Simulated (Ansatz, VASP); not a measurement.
**SiO2 in VASP and in Ansatz**

INCAR

```
SYSTEM = SiO2
ALGO = Normal
EDIFF = 1E-6
ENCUT = 520
ISIF = 2
ISMEAR = 0
LASPH = .True.
LCHARG = .False.
LREAL = .False.
LWAVE = .False.
NBANDS = 25
NELM = 60
PREC = Accurate
SIGMA = 0.05
```

File KPOINTS:

```
k-points
0
Gamma
  6 6 8
  0 0 0
```

The input POSCAR:

```
SiO2
1.0
    4.2798000000      0.0000000000      0.0000000000
    0.0000000000      4.2798000000      0.0000000000
    0.0000000000      0.0000000000      2.4697000000
Si O
2 4
Direct
    0.5000000000      0.5000000000      0.5000000000
    0.0000000000      0.0000000000      0.0000000000
    0.6944252994      0.6944252994      0.0000000000
    0.1944252994      0.8055747006      0.5000000000
    0.3055747006      0.3055747006      0.0000000000
    0.8055747006      0.1944252994      0.5000000000
```

Input for Ansatz:

```yaml
crystal:
  lattice:
    - [4.2798, 0.0, 0.0]
    - [0.0, 4.2798, 0.0]
    - [0.0, 0.0, 2.4697]
  atoms:
    - { symbol: Si, position: [0.5, 0.5, 0.5] }
    - { symbol: Si, position: [0.0, 0.0, 0.0] }
    - { symbol: O, position: [0.6944252994, 0.6944252994, 0.0] }
    - { symbol: O, position: [0.1944252994, 0.8055747006, 0.5] }
    - { symbol: O, position: [0.3055747006, 0.3055747006, 0.0] }
    - { symbol: O, position: [0.8055747006, 0.1944252994, 0.5] }
basis:
  ecutwfc: 520.0
kpoints:
  mp_grid: { grid: [6, 6, 8] }
hamiltonian:
  xc: lda
  pseudopotentials: { kind: paw, azcp: { folder: soft_1 } }
scf:
  occupations: { method: gaussian, width: 0.05 }
output:
  forces: true
  stress: true
  eigenvalues: true
  write_density: true
  write_potential: true
  elf: true
  volumetric_format: npy
```

Alike in both runs: task single point; functional LDA; k mesh 6 × 6 × 8; occupations gaussian, width 0.05 eV; no spin polarisation.

|  | VASP | Ansatz |
| --- | --- | --- |
| version | VASP 6.6.1 | Ansatz 0.2.0 |
| potentials or method | VASP PAW LDA potentials, release 64 (Si, O), cutoff 520 eV | scalar-relativistic, plane waves, PAW |
| valence electrons in the cell | 32 | 32 |

```tsv
	VASP	Ansatz	Ansatz less VASP
gap on the k mesh at the Fermi level (eV)	6.24	6.26	+0.012
least direct gap on the mesh (eV)	6.24	6.26	+0.012
pressure (GPa)	14.1	12.9	-1.24
traceless stress, the component that is largest in VASP (GPa)	41.32	40.23	-1.093
rms of the force components (eV/Å)	0.181	0.220	+0.0388
```

Ansatz warns that its potentials were made for another functional, while VASP's fit it. LDA's correlation is that of Perdew and Zunger in VASP and of Perdew and Wang (1992) in Ansatz. Atom by atom the forces differ by 0.039 eV/Å (rms over components).
